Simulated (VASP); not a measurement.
**ZrTi2N3: single point with PBE**

The system is ZrTi2N3.

```
Zr Ti N
1.0
    -1.55411    1.55411    6.57159
     1.55411   -1.55411    6.57159
     1.55411    1.55411   -6.57159
Zr Ti N
1 2 3
Direct
  0.00000 0.00000 0.00000
  0.67375 0.67375 0.00000
  0.32625 0.32625 0.00000
  0.16979 0.16979 0.00000
  0.83021 0.83021 0.00000
  0.50000 0.50000 0.00000
```

| Property | Result |
| --- | --- |
| Program | VASP 6.6.1 |
| Task | single point |
| Functional | PBE |
| Potentials or basis | VASP PAW PBE potentials, release 64 (Zr_sv, Ti_sv, N) |
| Cutoff | 520 eV |
| k mesh | 16 × 16 × 16 |
| Occupations | gaussian, width 0.1 eV |
| Spin | no spin polarisation |

* Pressure: 0.4 GPa
* Largest force: 0.015 eV/Å
* Band gap on the k mesh: zero (an odd number of electrons rules out a gap without spin polarisation)

Forces on the atoms (eV/Å):
```
Zr   0.000  0.000  0.000
Ti   0.000  0.000 -0.010
Ti   0.000  0.000  0.010
N    0.000  0.000 -0.015
N    0.000  0.000  0.015
N    0.000  0.000  0.000
```

Levels at points of the mesh, in eV from the Fermi level:
```tsv
k point	band 24	band 25	band 26	band 27	band 28	band 29
(0.00, 0.00, 0.00)	-2.32	-2.26	-2.26	-0.51	-0.51	-0.46
(0.50, 0.00, 0.00)	-4.62	0.98	1.01	1.23	1.44	1.62
(0.50, 0.50, 0.00)	-3.02	-2.94	-0.73	0.06	1.72	1.91
(0.50, 0.50, 0.50)	-2.80	-2.80	-1.53	-1.05	0.56	0.56
```

Run time: 38 min on 1 thread of AMD EPYC 9R45 96-Core Processor (Zen 5), on a shared host, peak memory 0.87 GiB.

Caveat: an odd number of electrons without spin polarisation forces a metal; a magnetic or distorted state may lie lower.
